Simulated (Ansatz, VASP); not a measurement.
**Mo in VASP and in Ansatz**

```
Mo
1.0
     0.00000    0.00000   -4.90827
     5.50748    0.00000    0.00000
    -2.75374   -4.76961    0.00000
Mo
8
Direct
  0.75000 0.83333 0.16667
  0.75000 0.33333 0.16667
  0.75000 0.83333 0.66667
  0.75000 0.33333 0.66667
  0.25000 0.16667 0.33333
  0.25000 0.66667 0.33333
  0.25000 0.16667 0.83333
  0.25000 0.66667 0.83333
```

Alike in both runs: functional PBE; k mesh 8 × 6 × 6; occupations gaussian, width 0.1 eV; no spin polarisation.

Ansatz relaxed the structure, and its values are those at the end. VASP's run is a single point on that final structure, the one shown.

```csv
,VASP,Ansatz
version,VASP 6.6.1,Ansatz 0.2.0
potentials or method,"VASP PAW PBE potentials, release 64 (Mo_sv), cutoff 520 eV","scalar-relativistic, plane waves, PAW"
valence electrons in the cell,112,112
```

|  | VASP | Ansatz | Ansatz less VASP |
| --- | --- | --- | --- |
| gap on the k mesh at the Fermi level (eV) | none | none | - |
| pressure (GPa) | 0.5 | 0.0 | -0.45 |

A gap of «none» marks a metal or a gap that the smearing closes.
